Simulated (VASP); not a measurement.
Wanted: the native input for a VASP 6.6.1 run.

* Task: single point
* Functional: r2SCAN
* Potentials or basis: VASP PAW PBE potentials, release 64 (Al, Ga_d, N)
* Cutoff: 520 eV
* k mesh: 6 × 6 × 6
* Occupations: gaussian, width 0.02 eV
* Spin: no spin polarisation
* Dipole correction: no
* Further INCAR settings: ALGO = Normal; EDIFF = 1e-06; NBANDS = 41

The system is AlGa3N4.

```xyz
8
Lattice="4.4653 0.0000 0.0000 0.0000 4.4653 0.0000 0.0000 0.0000 4.4653" Properties=species:S:1:pos:R:3 pbc="T T T"
Al    0.0000    0.0000    0.0000
Ga    2.2327    2.2327    0.0000
Ga    2.2327    0.0000    2.2327
Ga    0.0000    2.2327    2.2327
N     3.3729    3.3729    1.0924
N     3.3729    1.0924    3.3729
N     1.0924    3.3729    3.3729
N     1.0924    1.0924    1.0924
```

One way to write it, as run:

POSCAR

```
AlGa3N4
1.0
    4.4653444451      0.0000000000      0.0000000000
    0.0000000000      4.4653444451      0.0000000000
    0.0000000000      0.0000000000      4.4653444451
Al Ga N
1 3 4
Direct
    0.0000000000      0.0000000000      0.0000000000
    0.5000000000      0.5000000000      0.0000000000
    0.5000000000      0.0000000000      0.5000000000
    0.0000000000      0.5000000000      0.5000000000
    0.7553510551      0.7553510551      0.2446489449
    0.7553510551      0.2446489449      0.7553510551
    0.2446489449      0.7553510551      0.7553510551
    0.2446489449      0.2446489449      0.2446489449
```

INCAR.step1

```
ALGO = Normal
EDIFF = 1E-4
ENCUT = 520
GGA = PE
ISMEAR = 0
LASPH = T
LCHARG = F
LREAL = F
LWAVE = T
NBANDS = 41
NELM = 100
PREC = Accurate
SIGMA = 0.02
```

INCAR.step2

```
ALGO = Normal
EDIFF = 1E-6
ENCUT = 520
ISIF = 2
ISMEAR = 0
ISTART = 1
LASPH = T
LCHARG = F
LMIXTAU = T
LREAL = F
LWAVE = F
METAGGA = R2SCAN
NBANDS = 41
NELM = 100
PREC = Accurate
SIGMA = 0.02
```

KPOINTS

```
k-points
0
Gamma
  6 6 6
```

Potentials or basis: VASP PAW PBE potentials, release 64 (Al, Ga_d, N).

The run is started by

```console
$ cat potpaw_PBE.64/Al/POTCAR potpaw_PBE.64/Ga_d/POTCAR potpaw_PBE.64/N/POTCAR > POTCAR
$ cp INCAR.step1 INCAR
$ mpirun -np 1 vasp_std > vasp.out
$ cp INCAR.step2 INCAR
$ mpirun -np 1 vasp_std > vasp.out
```

Results of the run:

| Quantity | Value |
| --- | --- |
| Pressure | 0.7 GPa |
| Largest force | 0.080 eV/Å |
| Band gap on the k mesh | 2.82 eV, direct |

Caveat: the PAW data sets were made with another functional, which shifts forces and pressure a little.

Wall time 11 min on 1 thread of AMD EPYC 7R43 64-Core Processor (Zen 3), with other jobs on the host, peak memory 0.21 GiB.
